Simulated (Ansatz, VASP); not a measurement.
**MgGaC4N4: VASP beside Ansatz**

The input INCAR:

```
SYSTEM = MgGaC4N4
  ALGO = Normal
  EDIFF = 1E-6
  ENCUT = 1330
  GGA = PE
  GGA_COMPAT = .FALSE.
  ISIF = 2
  ISMEAR = 0
  LASPH = .TRUE.
  LCHARG = .FALSE.
  LREAL = .FALSE.
  LWAVE = .FALSE.
  NBANDS = 40
  NELM = 120
  PREC = Accurate
  SIGMA = 0.1
```

The input KPOINTS:

```
k-points
0
G
  4 4 4
  0 0 0
```

File POSCAR:

```
MgGaC4N4
1.0
    5.9293872600      0.0000000000      0.0000000000
    0.0000000000      5.9293872600      0.0000000000
    0.0000000000      0.0000000000      5.9293872600
Mg Ga C N
1 1 4 4
Direct
    0.0000000000      0.0000000000      0.0000000000
    0.5000000000      0.5000000000      0.5000000000
    0.1927945500      0.1927945500      0.1927945500
    0.1927945500      0.8072054500      0.8072054500
    0.8072054500      0.1927945500      0.8072054500
    0.8072054500      0.8072054500      0.1927945500
    0.3067186000      0.3067186000      0.3067186000
    0.3067186000      0.6932814000      0.6932814000
    0.6932814000      0.3067186000      0.6932814000
    0.6932814000      0.6932814000      0.3067186000
```

Input for Ansatz:

```yaml
crystal:
  lattice:
    - [5.92938726, 0.0, 0.0]
    - [0.0, 5.92938726, 0.0]
    - [0.0, 0.0, 5.92938726]
  atoms:
    - { symbol: Mg, position: [0.0, 0.0, 0.0] }
    - { symbol: Ga, position: [0.5, 0.5, 0.5] }
    - { symbol: C, position: [0.19279455, 0.19279455, 0.19279455] }
    - { symbol: C, position: [0.19279455, 0.80720545, 0.80720545] }
    - { symbol: C, position: [0.80720545, 0.19279455, 0.80720545] }
    - { symbol: C, position: [0.80720545, 0.80720545, 0.19279455] }
    - { symbol: "N", position: [0.3067186, 0.3067186, 0.3067186] }
    - { symbol: "N", position: [0.3067186, 0.6932814, 0.6932814] }
    - { symbol: "N", position: [0.6932814, 0.3067186, 0.6932814] }
    - { symbol: "N", position: [0.6932814, 0.6932814, 0.3067186] }
basis:
  ecutwfc: 420
kpoints:
  mp_grid: { grid: [4, 4, 4] }
hamiltonian:
  xc: pbe
scf:
  occupations: { method: gaussian, width: 0.1 }
  lower_state_search: "off"
output:
  forces: true
  stress: true
  eigenvalues: true
```

Alike in both runs: task single point; functional PBE; k mesh 4 × 4 × 4; occupations gaussian, width 0.1 eV; no spin polarisation.

|  | VASP | Ansatz |
| --- | --- | --- |
| version | VASP 6.6.1 | Ansatz 0.2.0 |
| potentials or method | VASP PAW PBE potentials, release 64 (Mg_sv, Ga_d, C_h, N_h), cutoff 1330 eV | scalar-relativistic, plane waves, PAW |
| valence electrons in the cell | 59 | 59 |

Ansatz gave:

```
gap on the k mesh at the Fermi level (eV) : none
pressure (GPa)                            : 2.5
rms of the force components (eV/Å)        : 0.954
```

Q: What did VASP give for the same quantities?

A: gap on the k mesh at the Fermi level (eV): none; pressure (GPa): 2.5; rms of the force components (eV/Å): 0.956.

Atom by atom the forces differ by 0.004 eV/Å (rms over components). A gap of «none» marks a metal or a gap that the smearing closes.
